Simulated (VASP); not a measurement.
# YGa2Fe2 (I4/mmm) in VASP: density of states with PBE

Aim: the density of states of YGa2Fe2 with PBE.

All numbers are computed with VASP 6.6.1; they aren't measurements. Logs are shortened: lines on timing, memory, paths and dates and some standing lists are left out, and cuts for length are marked.

### Step 1. The cell of the first run

It takes space group I4/mmm (No. 139, tetragonal). The conventional cell has a = 4.010 Å, b = 4.010 Å, c = 10.629 Å, α = 90.00°, β = 90.00°, γ = 90.00°. Ga (site symmetry 4mm) has 4 Fe at 2.41 Å and 1 Ga at 2.66 Å and 4 Y at 3.13 Å within 3.2 Å. Within 4.1 Å of Y (site symmetry 4/mmm) lie 10 Ga at 3.13 to 3.99 Å and 8 Fe at 3.33 Å and 4 Y at 4.01 Å. Within 3.2 Å of Fe (site symmetry -4m2) lie 4 Ga at 2.41 Å and 4 Fe at 2.84 Å.

### Step 2. Density of states, PBE

Contents of POSCAR:

```
YGa2Fe2
1.0
    0.0000000000      4.0095370000      0.0000000000
    4.0095370000      0.0000000000      0.0000000000
    2.0047690000      2.0047690000     -5.3144910000
Ga Y Fe
2 1 2
Direct
    0.3750000000      0.3750000000      0.2500000000
    0.6250000000      0.6250000000      0.7500000000
    0.0000000000      0.0000000000      0.0000000000
    0.7500000000      0.2500000000      0.5000000000
    0.2500000000      0.7500000000      0.5000000000
```

Contents of INCAR.step1:

```
  PREC = Accurate
  ENCUT = 520
  EDIFF = 1E-6
  ISMEAR = 0
  SIGMA = 0.0127
  LREAL = False
  LASPH = True
  NELM = 80
  ALGO = Normal
  ISIF = 2
  LWAVE = False
  LCHARG = True
  LMAXMIX = 4
  GGA = PE
  NBANDS = 34
```

Contents of KPOINTS.step1:

```
Automatic mesh
0
Gamma
  7 7 7
```

Contents of INCAR.step2:

```
  PREC = Accurate
  ENCUT = 520
  EDIFF = 1E-6
  ISMEAR = -5
  SIGMA = 0.0127
  LREAL = False
  LASPH = True
  NELM = 80
  ALGO = Normal
  ISIF = 2
  LWAVE = False
  LCHARG = False
  LMAXMIX = 4
  GGA = PE
  LORBIT = 11
  NBANDS = 34
  NEDOS = 1001
  ICHARG = 11
```

Contents of KPOINTS.step2:

```
Automatic mesh
0
Gamma
  11 11 11
```

Potentials or basis: VASP PAW PBE potentials, release 64 (Ga_d, Y_sv, Fe).

The run is started by

```
$ cat potpaw_PBE.64/Ga_d/POTCAR potpaw_PBE.64/Y_sv/POTCAR potpaw_PBE.64/Fe/POTCAR > POTCAR
$ cp INCAR.step1 INCAR
$ cp KPOINTS.step1 KPOINTS
$ mpirun -np 1 vasp_std > vasp.out
$ cp INCAR.step2 INCAR
$ cp KPOINTS.step2 KPOINTS
$ mpirun -np 1 vasp_std > vasp.out
```

OUTCAR:

```text
PREC = Accurate
   ENCUT = 520
   EDIFF = 1E-6
   ISMEAR = -5
   LREAL = False
   LASPH = True
   NELM = 80
   ISIF = 2
   GGA = PE
   LORBIT = 11
   ICHARG = 11

 ion  position               nearest neighbor table
   1  0.375  0.375  0.250-   5 2.41   4 2.41   4 2.41   5 2.41   2 2.66   3 3.13   3 3.13   3 3.13
                             3 3.13
   2  0.625  0.625  0.750-   5 2.41   4 2.41   4 2.41   5 2.41   1 2.66   3 3.13   3 3.13   3 3.13
                             3 3.13
   3  0.000  0.000  0.000-   2 3.13   1 3.13   2 3.13   1 3.13   1 3.13   2 3.13   2 3.13   1 3.13
                             4 3.33   5 3.33   5 3.33   4 3.33   5 3.33   4 3.33   5 3.33   4 3.33
   4  0.750  0.250  0.500-   1 2.41   2 2.41   2 2.41   1 2.41   5 2.84   5 2.84   5 2.84   5 2.84
                             3 3.33   3 3.33   3 3.33   3 3.33
   5  0.250  0.750  0.500-   1 2.41   2 2.41   2 2.41   1 2.41   4 2.84   4 2.84   4 2.84   4 2.84
                             3 3.33   3 3.33   3 3.33   3 3.33

  LATTYP: Found a body centered tetragonal cell.
 ALAT       =     4.0095370000
 C/A-ratio  =     2.6509250320

  Lattice vectors:

 A1 = (  -2.0047690000,   2.0047680000,   5.3144910000)
 A2 = (   2.0047680000,  -2.0047690000,   5.3144910000)
 A3 = (   2.0047690000,   2.0047690000,  -5.3144910000)

Analysis of symmetry for initial positions (statically):
=====================================================================
 Subroutine PRICEL returns:
 Original cell was already a primitive cell.

 Routine SETGRP: Setting up the symmetry group for a
 body centered tetragonal supercell.

 Subroutine GETGRP returns: Found 16 space group operations
 (whereof 16 operations were pure point group operations)
 out of a pool of 16 trial point group operations.

The static configuration has the point symmetry D_4h.

Analysis of symmetry for dynamics (positions and initial velocities):
=====================================================================
 Subroutine PRICEL returns:
 Original cell was already a primitive cell.

 Routine SETGRP: Setting up the symmetry group for a
 body centered tetragonal supercell.

 Subroutine GETGRP returns: Found 16 space group operations
 (whereof 16 operations were pure point group operations)
 out of a pool of 16 trial point group operations.

The dynamic configuration has the point symmetry D_4h.

 Subroutine INISYM returns: Found 16 space group operations
 (whereof 16 operations are pure point group operations),
 and found     1 'primitive' translations

----------------------------------------------------------------------------------------

                                     Primitive cell

  volume of cell :      85.4378

  direct lattice vectors                    reciprocal lattice vectors
     0.000000000  4.009537000  0.000000000     0.000000000  0.249405355  0.094082411
     4.009537000  0.000000000  0.000000000     0.249405355  0.000000000  0.094082411
     2.004769000  2.004769000 -5.314491000     0.000000000  0.000000000 -0.188164774

  length of vectors
     4.009537000  4.009537000  6.023455161     0.266560558  0.266560558  0.188164774

  position of ions in fractional coordinates (direct lattice)
     0.375000000  0.375000000  0.250000000
     0.625000000  0.625000000  0.750000000
     0.000000000  0.000000000  0.000000000
     0.750000000  0.250000000  0.500000000
     0.250000000  0.750000000  0.500000000

  ion indices of the primitive-cell ions
   primitive index   ion index
                 1           1
                 2           2
                 3           3
                 4           4
                 5           5

----------------------------------------------------------------------------------------

 KPOINTS: Automatic mesh

Automatic generation of k-mesh.
 Grid dimensions read from file:
 generate k-points for:   11   11   11

 Generating k-lattice:

  Cartesian coordinates                     Fractional coordinates (reciprocal lattice)
     0.000000000  0.022673214  0.008552946     0.090909091  0.000000000  0.000000000
     0.022673214  0.000000000  0.008552946     0.000000000  0.090909091  0.000000000
     0.000000000  0.000000000 -0.017105889     0.000000000  0.000000000  0.090909091

  Length of vectors
     0.024232778  0.024232778  0.017105889

  Shift w.r.t. Gamma in fractional coordinates (k-lattice)
     0.000000000  0.000000000  0.000000000

 TETIRR: Found   3746 inequivalent tetrahedra from     7986

 Subroutine IBZKPT returns following result:
 ===========================================

 Found    126 irreducible k-points:

 Following reciprocal coordinates:
            Coordinates               Weight
  0.000000  0.000000  0.000000      1.000000
  0.090909  0.000000 -0.000000      8.000000
  0.181818  0.000000  0.000000      8.000000
  0.272727  0.000000 -0.000000      8.000000
  0.363636  0.000000 -0.000000      8.000000
  0.454545  0.000000 -0.000000      8.000000
[... 16 lines left out ...]
 -0.272727  0.181818  0.000000     16.000000
 -0.181818  0.181818  0.000000      4.000000
 [... further k-points ...]
   k-points           NKPTS =    126   k-points in BZ     NKDIM =    126   number of bands    NBANDS=     34
   number of dos      NEDOS =   1001   number of ions     NIONS =      5
   total plane-waves  NPLWV =  43200
   dimension x,y,z NGX =    30 NGY =   30 NGZ =   48
   dimension x,y,z NGXF=    60 NGYF=   60 NGZF=   96
   ions per type =               2   1   2
   NGX,Y,Z   is equivalent  to a cutoff of  12.44, 12.44, 13.25 a.u.
   NGXF,Y,Z  is equivalent  to a cutoff of  24.88, 24.88, 26.50 a.u.
 SYSTEM =  unknown system
   PREC   = accura    normal or accurate (medium, high low for compatibility)
   ISTART =      0    job   : 0-new  1-cont  2-samecut
   ICHARG =     11    charge: 1-file 2-atom 10-const
   ISPIN  =      1    spin polarized calculation?
   LNONCOLLINEAR =      F non collinear calculations
   LSORBIT =      F    spin-orbit coupling
   LASPH  =      T    aspherical Exc in radial PAW
   ENCUT  =  520.0 eV  38.22 Ry    6.18 a.u.   7.46  7.46 11.20*2*pi/ulx,y,z
   NELM   =     80;   NELMIN=  2; NELMDL=  0     # of ELM steps
   EDIFF  = 0.1E-05   stopping-criterion for ELM
   LREAL  =      F    real-space projection
   EDIFFG = 0.1E-04   stopping-criterion for IOM
   NSW    =      0    number of steps for IOM
   IBRION =     -1    ionic relax: 0-MD 1-quasi-New 2-CG
   NFREE  =      0    steps in history (QN), initial steepest desc. (CG)
   ISIF   =      2    stress and relaxation
   ISYM   =      2    0-nonsym 1-usesym 2-fastsym
   POTIM  = 0.5000    time-step for ionic-motion
   TEBEG  =    0.0;   TEEND  =   0.0 temperature during run
   PSTRESS=    0.0 pullay stress
   NELECT =      53.0000    total number of electrons
   NUPDOWN=      -1.0000    fix difference up-down
   EMIN   =  10.00;   EMAX   =-10.00  energy-range for DOS
   EFERMI =   0.00;   METHOD = LEGACY
   ISMEAR =    -5;   SIGMA  =   0.01  broadening in eV -4-tet -1-fermi 0-gaus
   EFERMI_NEDOS =   21; number of points for ismear=-14 and -15
   IALGO  =     38    algorithm
   IMIX   =      4    mixing-type and parameters
     AMIX     =   0.40;   BMIX     =  1.00
     AMIX_MAG =   1.60;   BMIX_MAG =  1.00
  volume/ion in A,a.u.               =      17.09       115.31
  Fermi-wavevector in a.u.,A,eV,Ry     =   1.396208  2.638450 26.523148  1.949396
  Thomas-Fermi vector in A             =   2.519585
   LORBIT       =     11    0 simple, 1 ext, 2 COOP (PROOUT), +10 PAW based schemes
   GGA     = PE    functional components
   LHFCALC =     F    Hartree Fock is set to
   AEXX    =    0.0000 exact exchange contribution
   IVDW    =     0    specifies the selected vdW correction
   LEPSILON=     F    determine dielectric tensor
   LRPA    =     F    only Hartree local field effects (RPA)
 non-spin polarized calculation
 Fermi weights with tetrahedron method with Bloechl corrections
  energy-cutoff  :      520.00
  volume of cell :       85.44
 maximum number of plane-waves:      2331
 NGX is ok and might be reduce to    30

 number of electron      53.0000004 magnetization

 Free energy of the ion-electron system (eV)
  ---------------------------------------------------
  ext. energy  EPLUGINS =         0.00000000
  ---------------------------------------------------
  free energy    TOTEN  =       -29.48198771 eV

  energy without entropy =      -29.48198771  energy(sigma->0) =      -29.48198771

 E-fermi :   4.8745     XC(G=0): -11.4147

 val. band max:        4.8967594265   @ k =   0.3636   0.3636   0.1818
 cond. band min:       4.8371684891   @ k =  -0.4545   0.0909   0.0000
 fundamental gap:     -0.0595909374
 Fermi energy:         4.8745412085

 k-point     1 :       0.0000    0.0000    0.0000
  band No.  band energies     occupation
      1     -37.7310      2.00000
      2     -17.7091      2.00000
      3     -17.7091      2.00000
      4     -17.6404      2.00000
      5      -9.2853      2.00000
      6      -9.2149      2.00000
[... 26 lines left out ...]
     33       8.7242      0.00000
     34       9.4929      0.00000

 k-point     2 :       0.0909    0.0000   -0.0000
  band No.  band energies     occupation
      1     -37.7306      2.00000
      2     -17.7187      2.00000
      3     -17.7082      2.00000
      4     -17.6394      2.00000
      5      -9.2852      2.00000
      6      -9.2174      2.00000
[... 26 lines left out ...]
     33       9.3253      0.00000
     34       9.4951      0.00000
[... 775 lines left out ...]
     33       9.0074      0.00000
     34       9.4143      0.00000

 k-point    24 :      -0.1818    0.1818    0.0000
  band No.  band energies     occupation
      1     -37.7278      2.00000
      2     -17.7427      2.00000
      3     -17.7380      2.00000
      4     -17.6326      2.00000
      5      -9.2834      2.00000
      6      -9.2324      2.00000
[... 26 lines left out ...]
     33       9.1573      0.00000
     34       9.4169      0.00000

 [... further k-points ...]

------------------------ aborting loop because EDIFF is reached ----------------------------------------

  FORCE on cell =-STRESS in cart. coord.  units (eV):
  Direction    XX          YY          ZZ          XY          YZ          ZX
  --------------------------------------------------------------------------------------
  -------------------------------------------------------------------------------------
  Total       -3.0061726     -3.0061726     -3.7844466     -0.0000000      0.0000004      0.0000004
  in kB      -56.3734174    -56.3734174    -70.9680447     -0.0000000      0.0000067      0.0000067
  external PRESSURE =     -61.2382932 kB  Pullay stress =       0.0000000 kB

 VOLUME and BASIS-vectors are now :
 -----------------------------------------------------------------------------
  energy-cutoff  :      520.00
  volume of cell :       85.44
      direct lattice vectors                 reciprocal lattice vectors
     0.000000000  4.009537000  0.000000000     0.000000000  0.249405355  0.094082411
     4.009537000  0.000000000  0.000000000     0.249405355  0.000000000  0.094082411
     2.004769000  2.004769000 -5.314491000     0.000000000  0.000000000 -0.188164774

 POSITION                                       TOTAL-FORCE (eV/Angst)
 -----------------------------------------------------------------------------------
      2.00477      2.00477     -1.32862         0.000000      0.000000     -0.032604
      4.00954      4.00954     -3.98587        -0.000000     -0.000000      0.032604
      0.00000      0.00000      0.00000         0.000000     -0.000000      0.000000
      2.00477      4.00954     -2.65725        -0.000000     -0.000000      0.000000
      4.00954      2.00477     -2.65725         0.000000      0.000000      0.000000
 -----------------------------------------------------------------------------------
    total drift:                                0.000000      0.000000      0.000000

  FREE ENERGIE OF THE ION-ELECTRON SYSTEM (eV)
  ---------------------------------------------------
  free  energy   TOTEN  =       -29.4819877120 eV

  energy  without entropy=      -29.4819877120  energy(sigma->0) =      -29.48198771

 total charge

# of ion       s       p       d       f       tot
--------------------------------------------------
    1        0.935   0.932   9.981   0.000  11.848
    2        0.935   0.932   9.981   0.000  11.848
    3        2.182   6.315   0.877   0.027   9.401
    4        0.405   0.415   6.323   0.000   7.142
    5        0.405   0.415   6.323   0.000   7.142
--------------------------------------------------
tot          4.862   9.009  33.484   0.027  47.382
```

Wall time 7.9 min (1 thread of Intel Xeon Platinum 8259CL at 2.50GHz (Skylake/Cascade Lake), shared host); peak memory 0.48 GiB.

What came out:

```
Valence electrons inside the program's atomic spheres : Ga 11.85; Y 9.40; Fe 7.14
```

Caveat: tetrahedron occupations give inexact forces and stress in metals. Spin polarisation is off, so any magnetic state and its effect on volume and gap are missing.
